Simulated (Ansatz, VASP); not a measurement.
**One calculation of SnSe2, two programs**

```
Sn Se
1.0
     3.84073    0.00000    0.00000
    -1.92036    3.32617    0.00000
     0.00000    0.00000    6.52635
Sn Se
1 2
Cartesian
  0.0000 0.0000 0.0000
  0.0000 2.2174 1.5738
  1.9204 1.1087 4.9525
```

Alike in both runs: functional r2SCAN; k mesh 9 × 9 × 4; occupations gaussian, width 0.02 eV; no spin polarisation.

Ansatz relaxed the structure, and its values are those at the end. VASP's run is a single point on that final structure, the one shown.

|  | VASP | Ansatz |
| --- | --- | --- |
| version | VASP 6.6.1 | Ansatz 0.2.0 |
| potentials or method | VASP PAW PBE potentials, release 64 (Sn_d, Se), cutoff 520 eV | scalar-relativistic, plane waves, PAW |
| valence electrons in the cell | 26 | 46 |

|  | VASP | Ansatz | Ansatz less VASP |
| --- | --- | --- | --- |
| gap on the k mesh at the Fermi level (eV) | 1.09 | 1.09 | -0.003 |
| least direct gap on the mesh (eV) | 1.46 | 1.46 | -0.002 |
| pressure (GPa) | 0.0 | 0.0 | -0.05 |
| rms of the force components (eV/Å) | 0.006 | 0.000 | -0.0058 |

VASP's potentials were made for PBE, not for r2SCAN. VASP's potentials hold 26 valence electrons a cell and Ansatz's 46, so a difference there can come from the potentials and not from the codes.
